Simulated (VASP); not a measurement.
Sb, 2 atoms in the cell. Symmetry: R-3m, No. 166, trigonal system. Conventional cell: a = 4.337 Å, b = 4.337 Å, c = 11.349 Å, α = 90.00°, β = 90.00°, γ = 120.00°. Sb (site symmetry 3m) has 6 Sb at 2.93 to 3.38 Å within 3.9 Å. 

| Quantity | Value |
| --- | --- |
| Program | VASP 6.6.1 |
| Task | single point |
| Functional | LDA |
| Potentials or basis | VASP PAW LDA potentials, release 64 (Sb_d_GW) |
| Cutoff | 500 eV |
| k mesh | 8 × 8 × 8 |
| Occupations | fermi-dirac, width 0.05 eV |
| Spin | no spin polarisation |
| Dipole correction | no |
| Second run | valence_matched |
| Further INCAR settings | ALGO = Normal; EDIFF = 1e-06; NBANDS = 22 |

Potentials or basis: VASP PAW LDA potentials, release 64 (Sb_d_GW).

Command:

```bash
$ cat potpaw_LDA.64/Sb_d_GW/POTCAR > POTCAR
$ mpirun -np 1 vasp_std > vasp.out
```

Hardware: 1 thread of AMD EPYC 9R45 96-Core Processor (Zen 5), on a shared host.

Q: Estimate the wall time of this run.

A: It took 80 s on 1 thread of AMD EPYC 9R45 96-Core Processor (Zen 5), on a shared host, peak memory 0.2 GiB. Counts: scf iterations 10, k points 65.
